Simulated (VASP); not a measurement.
# KF (Fm-3m) in VASP: further runs

KF is run at these levels: r2SCAN, PBE, LDA; tasks: relaxation of cell and atoms, single point.

Everything below comes from runs of VASP 6.6.1. Logs are shortened: lines on timing, memory, paths and dates and some standing lists are left out, and cuts for length are marked.

### 1 The cell of the first run

The structure is cubic, space group Fm-3m (No. 225). The conventional cell has a = 5.421 Å, b = 5.421 Å, c = 5.421 Å, α = 90.00°, β = 90.00°, γ = 90.00°. K (site symmetry m-3m) has 6 F at 2.71 Å within 3.6 Å. F (site symmetry m-3m) has 6 K at 2.71 Å within 3.6 Å.

### 2 Relaxation of cell and atoms, r2SCAN

File POSCAR:

```
KF
1.0
    0.0000000000      2.7103322427      2.7103322427
    2.7103322427      0.0000000000      2.7103322427
    2.7103322427      2.7103322427      0.0000000000
K F
1 1
Direct
    0.0000000000      0.0000000000      0.0000000000
    0.5000000000      0.5000000000      0.5000000000
```

File INCAR.step1:

```
SYSTEM = KF
ALGO = Normal
EDIFF = 1E-4
ENCUT = 600
GGA = PE
ISMEAR = -1
LASPH = .TRUE.
LCHARG = .FALSE.
LREAL = .FALSE.
LWAVE = .TRUE.
NELM = 60
PREC = Accurate
SIGMA = 0.02
```

File INCAR.step2:

```
SYSTEM = KF
ALGO = Normal
EDIFF = 1E-7
EDIFFG = -0.005
ENCUT = 600
IBRION = 2
ISIF = 3
ISMEAR = -1
ISTART = 1
LASPH = .TRUE.
LCHARG = .FALSE.
LMIXTAU = .TRUE.
LREAL = .FALSE.
LWAVE = .FALSE.
METAGGA = R2SCAN
NELM = 60
NSW = 80
PREC = Accurate
SIGMA = 0.02
```

File KPOINTS:

```
k-points
0
G
  8 8 8
  0 0 0
```

Potentials or basis: VASP PAW PBE potentials, release 64 (K_sv, F).

Started as:

```
$ cat potpaw_PBE.64/K_sv/POTCAR potpaw_PBE.64/F/POTCAR > POTCAR
$ cp INCAR.step1 INCAR
$ mpirun -np 1 vasp_std > vasp.out
$ cp INCAR.step2 INCAR
$ mpirun -np 1 vasp_std > vasp.out
```

OUTCAR:

```text
SYSTEM = KF
   EDIFF = 1E-7
   EDIFFG = -0.005
   ENCUT = 600
   IBRION = 2
   ISIF = 3
   ISMEAR = -1
   ISTART = 1
   LASPH = .TRUE.
   LREAL = .FALSE.
   METAGGA = R2SCAN
   NELM = 60
   NSW = 80
   PREC = Accurate

 ion  position               nearest neighbor table
   1  0.000  0.000  0.000-   2 2.71   2 2.71   2 2.71   2 2.71   2 2.71   2 2.71
   2  0.500  0.500  0.500-   1 2.71   1 2.71   1 2.71   1 2.71   1 2.71   1 2.71

  LATTYP: Found a face centered cubic cell.
 ALAT       =     5.4206644854

  Lattice vectors:

 A1 = (   0.0000000000,   2.7103322427,   2.7103322427)
 A2 = (   2.7103322427,   0.0000000000,   2.7103322427)
 A3 = (   2.7103322427,   2.7103322427,   0.0000000000)

Analysis of symmetry for initial positions (statically):
=====================================================================
 Subroutine PRICEL returns:
 Original cell was already a primitive cell.

 Routine SETGRP: Setting up the symmetry group for a
 face centered cubic supercell.

 Subroutine GETGRP returns: Found 48 space group operations
 (whereof 48 operations were pure point group operations)
 out of a pool of 48 trial point group operations.

The static configuration has the point symmetry O_h .

Analysis of symmetry for dynamics (positions and initial velocities):
=====================================================================
 Subroutine PRICEL returns:
 Original cell was already a primitive cell.

 Routine SETGRP: Setting up the symmetry group for a
 face centered cubic supercell.

 Subroutine GETGRP returns: Found 48 space group operations
 (whereof 48 operations were pure point group operations)
 out of a pool of 48 trial point group operations.

The dynamic configuration has the point symmetry O_h .

 Subroutine INISYM returns: Found 48 space group operations
 (whereof 48 operations are pure point group operations),
 and found     1 'primitive' translations

----------------------------------------------------------------------------------------

                                     Primitive cell

  volume of cell :      39.8197

  direct lattice vectors                    reciprocal lattice vectors
     0.000000000  2.710332243  2.710332243    -0.184479228  0.184479228  0.184479228
     2.710332243  0.000000000  2.710332243     0.184479228 -0.184479228  0.184479228
     2.710332243  2.710332243  0.000000000     0.184479228  0.184479228 -0.184479228

  length of vectors
     3.832988616  3.832988616  3.832988616     0.319527396  0.319527396  0.319527396

  position of ions in fractional coordinates (direct lattice)
     0.000000000  0.000000000  0.000000000
     0.500000000  0.500000000  0.500000000

  ion indices of the primitive-cell ions
   primitive index   ion index
                 1           1
                 2           2

----------------------------------------------------------------------------------------

 KPOINTS: k-points

Automatic generation of k-mesh.
 Grid dimensions read from file:
 generate k-points for:    8    8    8

 Generating k-lattice:

  Cartesian coordinates                     Fractional coordinates (reciprocal lattice)
    -0.023059904  0.023059904  0.023059904     0.125000000  0.000000000  0.000000000
     0.023059904 -0.023059904  0.023059904     0.000000000  0.125000000  0.000000000
     0.023059904  0.023059904 -0.023059904     0.000000000  0.000000000  0.125000000

  Length of vectors
     0.039940924  0.039940924  0.039940924

  Shift w.r.t. Gamma in fractional coordinates (k-lattice)
     0.000000000  0.000000000  0.000000000

 Subroutine IBZKPT returns following result:
 ===========================================

 Found     29 irreducible k-points:

 Following reciprocal coordinates:
            Coordinates               Weight
  0.000000  0.000000  0.000000      1.000000
  0.125000  0.000000  0.000000      8.000000
  0.250000  0.000000  0.000000      8.000000
  0.375000  0.000000  0.000000      8.000000
  0.500000  0.000000  0.000000      4.000000
  0.125000  0.125000  0.000000      6.000000
[... 16 lines left out ...]
  0.500000  0.250000  0.125000     48.000000
 -0.375000  0.250000  0.125000     24.000000
 [... further k-points ...]
   k-points           NKPTS =     29   k-points in BZ     NKDIM =     29   number of bands    NBANDS=     12
   number of dos      NEDOS =    301   number of ions     NIONS =      2
   total plane-waves  NPLWV =  32768
   dimension x,y,z NGX =    32 NGY =   32 NGZ =   32
   dimension x,y,z NGXF=    64 NGYF=   64 NGZF=   64
   ions per type =               1   1
   NGX,Y,Z   is equivalent  to a cutoff of  13.88, 13.88, 13.88 a.u.
   NGXF,Y,Z  is equivalent  to a cutoff of  27.76, 27.76, 27.76 a.u.
 SYSTEM =  KF
   PREC   = accura    normal or accurate (medium, high low for compatibility)
   ISTART =      1    job   : 0-new  1-cont  2-samecut
   ICHARG =      0    charge: 1-file 2-atom 10-const
   ISPIN  =      1    spin polarized calculation?
   LNONCOLLINEAR =      F non collinear calculations
   LSORBIT =      F    spin-orbit coupling
   LASPH  =      T    aspherical Exc in radial PAW
   ENCUT  =  600.0 eV  44.10 Ry    6.64 a.u.   7.66  7.66  7.66*2*pi/ulx,y,z
   NELM   =     60;   NELMIN=  2; NELMDL=  0     # of ELM steps
   EDIFF  = 0.1E-06   stopping-criterion for ELM
   LREAL  =      F    real-space projection
   EDIFFG = -.5E-02   stopping-criterion for IOM
   NSW    =     80    number of steps for IOM
   IBRION =      2    ionic relax: 0-MD 1-quasi-New 2-CG
   NFREE  =      1    steps in history (QN), initial steepest desc. (CG)
   ISIF   =      3    stress and relaxation
   ISYM   =      2    0-nonsym 1-usesym 2-fastsym
   POTIM  = 0.5000    time-step for ionic-motion
   TEBEG  =    0.0;   TEEND  =   0.0 temperature during run
   PSTRESS=    0.0 pullay stress
   NELECT =      16.0000    total number of electrons
   NUPDOWN=      -1.0000    fix difference up-down
   EMIN   =  10.00;   EMAX   =-10.00  energy-range for DOS
   EFERMI =   0.00;   METHOD = LEGACY
   ISMEAR =    -1;   SIGMA  =   0.02  broadening in eV -4-tet -1-fermi 0-gaus
   EFERMI_NEDOS =   21; number of points for ismear=-14 and -15
   IALGO  =     38    algorithm
   IMIX   =      4    mixing-type and parameters
     AMIX     =   0.40;   BMIX     =  1.00
     AMIX_MAG =   1.60;   BMIX_MAG =  1.00
  volume/ion in A,a.u.               =      19.91       134.36
  Fermi-wavevector in a.u.,A,eV,Ry     =   1.208043  2.282870 19.855897  1.459367
  Thomas-Fermi vector in A             =   2.343662
   LORBIT       =      0    0 simple, 1 ext, 2 COOP (PROOUT), +10 PAW based schemes
   METAGGA = R2SCAN    functional components
   LHFCALC =     F    Hartree Fock is set to
   AEXX    =    0.0000 exact exchange contribution
   IVDW    =     0    specifies the selected vdW correction
   LEPSILON=     F    determine dielectric tensor
   LRPA    =     F    only Hartree local field effects (RPA)
 conjugate gradient relaxation of ions
 non-spin polarized calculation
  energy-cutoff  :      600.00
  volume of cell :       39.82
 maximum number of plane-waves:      1363
   NGX = 15   NGY = 15   NGZ = 15

--------------------------------------- Ionic step        1  -------------------------------------------

 number of electron      15.9999994 magnetization

 Free energy of the ion-electron system (eV)
  ---------------------------------------------------
  ext. energy  EPLUGINS =         0.00000000
  ---------------------------------------------------
  free energy    TOTEN  =       -14.96545427 eV

  energy without entropy =      -14.96545427  energy(sigma->0) =      -14.96545427

------------------------ aborting loop because EDIFF is reached ----------------------------------------

  FORCE on cell =-STRESS in cart. coord.  units (eV):
  Direction    XX          YY          ZZ          XY          YZ          ZX
  --------------------------------------------------------------------------------------
  -------------------------------------------------------------------------------------
  Total       -0.4536698     -0.4536698     -0.4536698      0.0000000      0.0000000      0.0000000
  in kB      -18.2537832    -18.2537832    -18.2537832      0.0000000      0.0000000      0.0000000
  external PRESSURE =     -18.2537832 kB  Pullay stress =       0.0000000 kB
[... 93 lines left out ...]
  energy  without entropy=      -14.9792726877  energy(sigma->0) =      -14.97927269

--------------------------------------- Ionic step        4  -------------------------------------------

 number of electron      16.0000000 magnetization

 Free energy of the ion-electron system (eV)
  ---------------------------------------------------
  ext. energy  EPLUGINS =         0.00000000
  ---------------------------------------------------
  free energy    TOTEN  =       -14.97928205 eV

  energy without entropy =      -14.97928205  energy(sigma->0) =      -14.97928205

 E-fermi :  -2.8898     XC(G=0):  -8.9801

 val. band max:       -3.3115550108   @ k =   0.0000   0.0000   0.0000
 cond. band min:       3.6084765546   @ k =   0.0000   0.0000   0.0000
 fundamental gap:      6.9200315654
 Fermi energy:        -2.8898017912

 k-point     1 :       0.0000    0.0000    0.0000
  band No.  band energies     occupation
      1     -30.3852      2.00000
      2     -23.1098      2.00000
      3     -12.8592      2.00000
      4     -12.8592      2.00000
      5     -12.8592      2.00000
      6      -3.3116      2.00000
      7      -3.3116      2.00000
      8      -3.3116      2.00000
      9       3.6085      0.00000
     10       8.1893      0.00000
     11       8.1893      0.00000
     12       8.1893      0.00000
[... 331 lines left out ...]
 k-point    24 :      -0.3750    0.2500    0.1250
  band No.  band energies     occupation
      1     -30.2704      2.00000
      2     -23.1822      2.00000
      3     -13.1906      2.00000
      4     -13.0823      2.00000
      5     -12.9327      2.00000
      6      -3.8706      2.00000
      7      -3.5875      2.00000
      8      -3.5613      2.00000
      9       6.7623      0.00000
     10       7.4815      0.00000
     11       9.3756      0.00000
     12      10.3749      0.00000

 [... further k-points ...]
[... 5 lines left out ...]
  --------------------------------------------------------------------------------------
  -------------------------------------------------------------------------------------
  Total        0.0010118      0.0010118      0.0010118     -0.0000000     -0.0000000     -0.0000000
  in kB        0.0431927      0.0431927      0.0431927     -0.0000000     -0.0000000     -0.0000000
  external PRESSURE =       0.0431927 kB  Pullay stress =       0.0000000 kB
[... 17 lines left out ...]
  FREE ENERGIE OF THE ION-ELECTRON SYSTEM (eV)
  ---------------------------------------------------
  free  energy   TOTEN  =       -14.9792820528 eV

  energy  without entropy=      -14.9792820528  energy(sigma->0) =      -14.97928205

 reached required accuracy - stopping structural energy minimisation
```

Run time: 9.9 min. Hardware: 1 thread of AMD EPYC 7R13, shared host; peak memory 0.18 GiB.

Results:

* Free energy: -14.9793 eV
* Relaxed volume: 18.77 Å³/atom
* Relaxed cell: a = 3.758 Å, b = 3.758 Å, c = 3.758 Å, α = 60.00°, β = 60.00°, γ = 60.00°
* Space group after relaxing (to 0.05 Å): Fm-3m (No. 225)
* Energy gained by relaxing: 6.9 meV/atom
* Ionic steps: 4
* Pressure after relaxing: 0.0 GPa
* Band gap on the k mesh: 6.92 eV, direct

Step by step:
```tsv
step	energy change (eV)	largest force (eV/Å)	pressure (GPa)	volume (Å³)
1	0.0000	0.0000	-1.83	39.82
2	-0.0110	0.0000	-0.88	38.53
3	-0.0138	0.0000	-0.05	37.59
4	-0.0138	0.0000	0.00	37.53
```

Final structure:
```
K F
1.0
     0.00000    2.65742    2.65742
     2.65742    0.00000    2.65742
     2.65742    2.65742    0.00000
K F
1 1
Direct
  0.00000 0.00000 0.00000
  0.50000 0.50000 0.50000
```

Caveat: the PAW data sets were made with another functional, which shifts forces and pressure a little.

### 3 Single point, PBE

This run uses another cell than the first one, of 18.80 Å³/atom, 0.944 times its volume.

File INCAR:

```
ALGO     = Normal         # electronic algorithm
EDIFF    = 1E-7           # SCF threshold, eV
ENCUT    = 520            # plane-wave cutoff, eV
GGA      = PE             # functional
ISIF     = 2              # what is computed and relaxed
ISMEAR   = 0              # smearing method
LASPH    = True           # aspherical terms in the spheres
LCHARG   = False          # write CHGCAR
LREAL    = False          # projectors in reciprocal space
LWAVE    = False          # write WAVECAR
NBANDS   = 15             # bands
NELM     = 100            # most SCF steps
PREC     = Accurate       # precision mode
SIGMA    = 0.01           # smearing width, eV
```

File KPOINTS:

```
k-points
0
Gamma
  4 4 4
```

File POSCAR:

```
KF
1.0
    0.0000000000      2.6589614660      2.6589614660
    2.6589614660      0.0000000000      2.6589614660
    2.6589614660      2.6589614660      0.0000000000
K F
1 1
Direct
    0.0000000000      0.0000000000      0.0000000000
    0.5000000000      0.5000000000      0.5000000000
```

Potentials or basis: VASP PAW PBE potentials, release 64 (K_sv, F).

Started as:

```
$ cat potpaw_PBE.64/K_sv/POTCAR potpaw_PBE.64/F/POTCAR > POTCAR
$ mpirun -np 1 vasp_std > vasp.out
```

It took 7.8 s on 1 thread of Intel Xeon Platinum 8488C (Sapphire Rapids), shared host; peak memory 0.15 GiB.

It converged, with:

```yaml
Free_energy: -8.2836 eV
Pressure: 2.0 GPa
Band_gap_on_the_k_mesh: 6.24 eV, direct
```

Levels at points of the mesh, in eV from the valence-band top:
```csv
k point,band 4,band 5,band 6,band 7,band 8,band 9,band 10,band 11,band 12,band 13
"(0.00, 0.00, 0.00)",-9.34,-9.34,0.00,0.00,0.00,6.24,10.72,10.72,10.72,12.41
"(0.50, 0.00, 0.00)",-9.37,-9.37,-0.81,-0.36,-0.36,9.13,10.71,12.14,12.14,14.40
"(0.50, 0.50, 0.00)",-9.56,-9.56,-0.21,-0.05,-0.05,8.21,10.38,11.93,13.69,14.32
```

Caveat: the k points lie up to 0.51 Å⁻¹ apart. A hybrid or GW would open this gap; PBE tends to underestimate it.

### 4 Single point, LDA

This run uses another cell than the first one, of 17.20 Å³/atom, 0.864 times its volume.

File INCAR:

```
SYSTEM = KF
PREC = Accurate
ENCUT = 520
EDIFF = 1E-7
ISMEAR = -1
SIGMA = 0.02
LREAL = .FALSE.
LASPH = .TRUE.
NELM = 100
ALGO = Normal
ISIF = 2
LWAVE = .FALSE.
LCHARG = .FALSE.
GGA = CA
NBANDS = 15
```

File KPOINTS:

```
Automatic mesh
0
G
  8 8 8
  0 0 0
```

File POSCAR:

```
KF
1.0
    0.0000000000      2.5811018464      2.5811018464
    2.5811018464      0.0000000000      2.5811018464
    2.5811018464      2.5811018464      0.0000000000
K F
1 1
Direct
    0.0000000000      0.0000000000      0.0000000000
    0.5000000000      0.5000000000      0.5000000000
```

Potentials or basis: VASP PAW LDA potentials, release 64 (K_sv, F).

Started as:

```
$ cat potpaw_LDA.64/K_sv/POTCAR potpaw_LDA.64/F/POTCAR > POTCAR
$ mpirun -np 1 vasp_std > vasp.out
```

Run time: 12 s. Hardware: 1 thread of Intel Xeon Platinum 8488C (Sapphire Rapids), shared host; peak memory 0.14 GiB.

It converged, with:

```
Free energy            : -9.0715 eV
Pressure               : 0.2 GPa
Band gap on the k mesh : 6.35 eV, direct
```

Levels at points of the mesh, in eV from the valence-band top:
| k point | band 4 | band 5 | band 6 | band 7 | band 8 | band 9 | band 10 | band 11 | band 12 | band 13 |
| --- | --- | --- | --- | --- | --- | --- | --- | --- | --- | --- |
| (0.00, 0.00, 0.00) | -8.75 | -8.75 | 0.00 | 0.00 | 0.00 | 6.35 | 10.78 | 10.78 | 10.78 | 12.66 |
| (0.50, 0.00, 0.00) | -8.80 | -8.80 | -0.97 | -0.47 | -0.47 | 9.20 | 11.00 | 12.46 | 12.46 | 15.01 |
| (0.50, 0.50, 0.00) | -9.07 | -9.07 | -0.14 | -0.02 | -0.02 | 7.95 | 10.71 | 12.23 | 14.14 | 14.93 |

A k mesh can miss the band edges. As with any semilocal functional, this LDA gap is likely too small.

### 5 Overview

```csv
task,level,potentials or basis,cell,k mesh,cutoff (eV),smearing,gap on the mesh (eV),pressure (GPa)
relaxation of cell and atoms,r2SCAN,"VASP PAW PBE potentials, release 64 (K_sv, F)","relaxed from a = 3.833 Å, angles 60.0°, 2 atoms",8 × 8 × 8,600,fermi-dirac 0.02 eV,6.92,0.0
single point,PBE,"VASP PAW PBE potentials, release 64 (K_sv, F)","a = 3.760 Å, angles 60.0°, 2 atoms",4 × 4 × 4,520,gaussian 0.01 eV,6.24,2.0
single point,LDA,"VASP PAW LDA potentials, release 64 (K_sv, F)","a = 3.650 Å, angles 60.0°, 2 atoms",8 × 8 × 8,520,fermi-dirac 0.02 eV,6.35,0.2
```

Alike in all rows: no spin polarisation.

Caveats: some runs use coarse meshes; the PAW data sets were made with another functional, which shifts forces and pressure a little (some runs).

Total energies depend on the potentials used, so only differences within one code and one set of settings carry meaning.
